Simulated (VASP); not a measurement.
Wanted: the native input for a VASP 6.6.1 run.

| Item | Value |
| --- | --- |
| Task | single point |
| Functional | PBE |
| Potentials or basis | VASP PAW PBE potentials, release 64 (Zr_sv, N) |
| Cutoff | 520 eV |
| k mesh | 4 × 4 × 4 |
| Occupations | gaussian, width 0.1 eV |
| Spin | no spin polarisation |
| Dipole correction | no |
| Further INCAR settings | LREAL = Auto; ALGO = Normal; EDIFF = 1e-06; NBANDS = 88 |

The structure of Zr9N8 (a cell with a defect) lies in POSCAR:

```
Zr9N8
1.0
    0.0000000000      4.5945978683     -4.5945978683
    4.5945978683      4.5945978683      0.0000000000
    4.5945978683      0.0000000000     -4.5945978683
Zr N
9 8
Direct
    0.2519470342      0.7429381930      0.2524771096
    0.2526244968      0.2423497091      0.2533201972
    0.7534867681      0.7429439325      0.2525542007
    0.7413436808      0.2197661647      0.2985928854
    0.2518362459      0.7429100022      0.7542273856
    0.2977190826      0.2197624197      0.7420034859
    0.7136075155      0.8599212889      0.7140174230
    0.7414663869      0.2197493241      0.7418880616
    0.8503692726      0.4483834609      0.8515079605
    0.4699733673      0.4892767262      0.0210322493
    0.4887588037     -0.0084240337      0.0317869888
    1.0203745973      0.4892829820      0.0210975960
    0.9971878296      0.0086644785     -0.0021731639
    0.4993921771      0.5017434207      0.5002450793
    0.4887837646     -0.0086091399      0.4895052890
    1.0203443675      0.4893082040      0.4709072033
    1.0314208225     -0.0086602847      0.4893513533
```

This cell differs from its parent crystal: with an interstitial atom, then relaxed in part.

These files were run (other wordings do the same):

INCAR

```
ALGO = Normal
EDIFF = 1E-6
ENCUT = 520
GGA = PE
ISIF = 2
ISMEAR = 0
LASPH = T
LCHARG = F
LREAL = Auto
LWAVE = F
NBANDS = 88
NELM = 80
PREC = Accurate
SIGMA = 0.1
```

KPOINTS

```
k-points
0
Gamma
  4 4 4
```

Potentials or basis: VASP PAW PBE potentials, release 64 (Zr_sv, N).

Command:

```bash
$ cat potpaw_PBE.64/Zr_sv/POTCAR potpaw_PBE.64/N/POTCAR > POTCAR
$ mpirun -np 1 vasp_std > vasp.out
```

Results of the run:

The pressure is 37.8 GPa and the largest force is 0.104 eV/Å. The band gap on the k mesh is zero (bands 74 and 75 overlap by 0.70 eV).

Caveat: the cell differs from its parent crystal (with an interstitial atom, then relaxed in part).

Wall time 20 min on 1 thread of Intel(R) Xeon(R) Platinum 8488C (Sapphire Rapids), on a shared host, peak memory 0.55 GiB.
